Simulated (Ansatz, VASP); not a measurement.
# Two plane-wave programs on Ta

The input POSCAR:

```
Ta
1.0
   -1.7170116306      1.7170116306      1.7170116306
    1.7170116306     -1.7170116306      1.7170116306
    1.7170116306      1.7170116306     -1.7170116306
Ta
1
Direct
    0.0000000000      0.0000000000      0.0000000000
```

INCAR.step1

```
SYSTEM = Ta
PREC = Accurate
ENCUT = 520
ISMEAR = -1
SIGMA = 0.1
LREAL = .FALSE.
LASPH = .TRUE.
NELM = 80
NBANDS = 12
GGA = PE
ALGO = Normal
EDIFF = 1E-4
LWAVE = .TRUE.
LCHARG = .FALSE.
```

Contents of INCAR.step2:

```
SYSTEM = Ta
PREC = Accurate
ENCUT = 520
EDIFF = 1E-6
ISMEAR = -1
SIGMA = 0.1
LREAL = .FALSE.
LASPH = .TRUE.
NELM = 80
ALGO = Normal
ISIF = 2
LWAVE = .FALSE.
LCHARG = .FALSE.
METAGGA = R2SCAN
LMIXTAU = .TRUE.
NBANDS = 12
ISTART = 1
```

Contents of KPOINTS:

```
regular mesh
0
G
  22 22 22
  0 0 0
```

Input for Ansatz:

```yaml
crystal:
  lattice:
    - [-1.7170116306, 1.7170116306, 1.7170116306]
    - [1.7170116306, -1.7170116306, 1.7170116306]
    - [1.7170116306, 1.7170116306, -1.7170116306]
  atoms:
    - { symbol: Ta, position: [0.0, 0.0, 0.0] }
hamiltonian:
  xc: r2scan
  pseudopotentials:
    kind: paw
    azcp:
      Ta: "pseudopotentials/Ta.paw.azcp"
basis:
  ecutwfc: 500
  fft_grid_basis: typed
kpoints:
  mp_grid: { grid: [22, 22, 22], shift: [0, 0, 0] }
magnetization:
  spin_polarized: false
scf:
  occupations: { method: fermi_dirac, width: 0.1 }
output:
  stress: true
```

Alike in both runs: task single point; functional r2SCAN; k mesh 22 × 22 × 22; occupations fermi-dirac, width 0.1 eV; no spin polarisation.

```csv
,VASP,Ansatz
version,VASP 6.6.1,Ansatz 0.2.0
potentials or method,"VASP PAW PBE potentials, release 64 (Ta_pv), cutoff 520 eV","plane waves (500 eV) with PAW, scalar-relativistic"
valence electrons in the cell,11,13
```

Ansatz gave:

| Item | Value |
| --- | --- |
| pressure (GPa) | -18.7 |

Estimate VASP's values.

pressure (GPa): -18.3.

VASP's potentials were made for PBE, not for r2SCAN. VASP's potentials hold 11 valence electrons a cell and Ansatz's 13, so a difference there can come from the potentials and not from the codes.

Spin-orbit coupling is off throughout.
